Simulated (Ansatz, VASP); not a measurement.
# BaTiO3: VASP beside Ansatz

```xyz
5
Lattice="3.8953 0.0000 0.0000 0.0000 2.7714 2.7056 0.0000 -2.7714 2.7056" Properties=species:S:1:pos:R:3 pbc="T T T"
Ba    0.0000    0.0000    0.0238
Ti    1.9476    0.0000    2.7791
O     0.0000    0.0000    2.6770
O     1.9476   -1.3654    4.0138
O     1.9476    1.3654    4.0138
```

Change from the starting cell: strain -0.025 along x and y, -0.050 along z, atoms carried along.

Alike in both runs: task single point; functional r2SCAN; k mesh 6 × 6 × 6; occupations gaussian, width 0.05 eV; no spin polarisation; Hubbard terms Ti d U = 4.0 eV.

|  | VASP | Ansatz |
| --- | --- | --- |
| version | VASP 6.6.1 | Ansatz 0.2.0 |
| potentials or method | VASP PAW PBE potentials, release 64 (Ba_sv, Ti_sv, O), cutoff 520 eV | scalar-relativistic, plane waves, PAW |
| valence electrons in the cell | 40 | 40 |

```tsv
	VASP	Ansatz	Ansatz less VASP
gap on the k mesh at the Fermi level (eV)	3.09	3.13	+0.043
least direct gap on the mesh (eV)	3.26	3.26	+0.003
pressure (GPa)	28.0	22.5	-5.52
traceless stress, the component that is largest in VASP (GPa)	5.10	4.91	-0.183
rms of the force components (eV/Å)	0.573	0.344	-0.2291
```

VASP's potentials were made for PBE, not for r2SCAN. The programs project onto different local orbitals, so the same U acts differently, and such runs can settle in different states. Atom by atom the forces differ by 0.230 eV/Å (rms over components).

Neither program's run includes spin-orbit coupling.
